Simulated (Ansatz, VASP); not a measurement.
One calculation of Mg, two programs

```
Mg
1.0
     5.06646    0.00000    0.00000
    -2.53323    4.38769    0.00000
     0.00000    0.00000    3.12340
Mg
3
Direct
  0.33333 0.66667 0.50000
  0.00000 0.00000 0.00000
  0.66667 0.33333 0.50000
```

Alike in both runs: functional PBE; k mesh 6 × 6 × 4; occupations gaussian, width 0.1 eV; no spin polarisation.

Ansatz relaxed the structure, and its values are those at the end. VASP's run is a single point on that final structure, the one shown.

|  | VASP | Ansatz |
| --- | --- | --- |
| version | VASP 6.6.1 | Ansatz 0.2.0 |
| potentials or method | VASP PAW PBE potentials, release 64 (Mg), cutoff 520 eV | scalar-relativistic, plane waves, PAW |
| valence electrons in the cell | 6 | 30 |

VASP gave:

```
gap on the k mesh at the Fermi level (eV) : none
pressure (GPa)                            : 0.0
```

Which values does Ansatz return?

gap on the k mesh at the Fermi level (eV): none; pressure (GPa): 0.1.

A gap of «none» marks a metal or a gap that the smearing closes. VASP's potentials hold 6 valence electrons a cell and Ansatz's 30, so a difference there can come from the potentials and not from the codes.

The k mesh is coarse, so the values compare programs but aren't converged.
